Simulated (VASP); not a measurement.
The system is Au.

```xyz
1
Lattice="0.0000 2.0412 2.0412 2.0412 0.0000 2.0412 2.0412 2.0412 0.0000" Properties=species:S:1:pos:R:3 pbc="T T T"
Au    0.0000    0.0000    0.0000
```

Base run:

- Program: VASP 6.6.1
- Functional: PBE
- Potentials or basis: VASP PAW PBE potentials, release 64 (Au)
- Cutoff: 500 eV
- k mesh: 11 × 11 × 11
- Occupations: fermi-dirac, width 0.05 eV
- Spin: no spin polarisation

Its results: pressure 8.7 GPa.

Task: The run is repeated on the same cell with these changes: functional from PBE to r2SCAN; cutoff from 500 eV to 550 eV. What comes out?

Result: Pressure 5.4 GPa.

Caveats: the PAW data sets were made with another functional, which shifts forces and pressure a little (some runs).
